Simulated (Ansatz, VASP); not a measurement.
# Zr2PdS3: VASP beside Ansatz

```
Zr Pd S
1.0
     3.63473    0.00000    0.00000
     0.00000    3.63473    0.00000
     0.00000    0.00000    7.78147
Zr Pd S
2 1 3
Direct
  0.50000 0.00000 0.27883
  0.00000 0.50000 0.72117
  0.50000 0.50000 0.00000
  0.00000 0.00000 0.00000
  0.50000 0.00000 0.62593
  0.00000 0.50000 0.37407
```

Change from the starting cell: species swapped into the Mn3CoAs2 type (P-4m2, No. 115).

Alike in both runs: task single point; functional PBE; k mesh 6 × 6 × 2; occupations gaussian, width 0.1 eV; collinear spin.

```csv
,VASP,Ansatz
version,VASP 6.6.1,Ansatz 0.2.0
potentials or method,"VASP PAW PBE potentials, release 64 (Zr_sv, Pd, S), cutoff 520 eV","scalar-relativistic, plane waves, PAW"
valence electrons in the cell,52,60
```

Ansatz gave:

| Property | Result |
| --- | --- |
| gap on the k mesh at the Fermi level (eV) | none |
| pressure (GPa) | -0.1 |
| traceless stress, the component that is largest in VASP (GPa) | 0.15 |
| rms of the force components (eV/Å) | 0.002 |
| net moment per atom (μB) | 0.00 |

**Question.** Which values does VASP return?

**Answer.** gap on the k mesh at the Fermi level (eV): none; pressure (GPa): -0.1; traceless stress, the component that is largest in VASP (GPa): 0.18; rms of the force components (eV/Å): 0.003; net moment per atom (μB): 0.00.

Atom by atom the forces differ by 0.001 eV/Å (rms over components). A gap of «none» marks a metal or a gap that the smearing closes. VASP's potentials hold 52 valence electrons a cell and Ansatz's 60, so a difference there can come from the potentials and not from the codes. Ansatz's warnings: seeded moment not kept.

The k mesh is coarse, so the values compare programs but aren't converged.
